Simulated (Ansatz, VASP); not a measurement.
# Be: VASP beside Ansatz

```
Be
1.0
     0.00000    1.20584    1.20584
     1.20584    0.00000    1.20584
     1.20584    1.20584    0.00000
Be
1
Direct
  0.00000 0.00000 0.00000
```

Change from the starting cell: volume scaled by 0.45, LAPW.

Alike in both runs: task single point; functional PBEsol; k mesh 23 × 23 × 23; occupations fermi-dirac, width 0.05 eV; no spin polarisation.

|  | VASP | Ansatz |
| --- | --- | --- |
| version | VASP 6.6.1 | Ansatz 0.2.0 |
| potentials or method | VASP PAW PBE potentials, release 64 (Be), cutoff 520 eV | all-electron LAPW, scalar-relativistic |

Ansatz gave:

```
pressure (GPa) : 368.1
```

Question: Which values does VASP return?

Answer: Pressure (GPa): 373.7.

VASP's potentials were made for PBE, not for PBEsol. Both programs put the cell under a high pressure, so it lies far from rest at this level. Ansatz ran all-electron here, and VASP with PAW potentials.

Noted on VASP's run: the cell as given lies far from equilibrium.
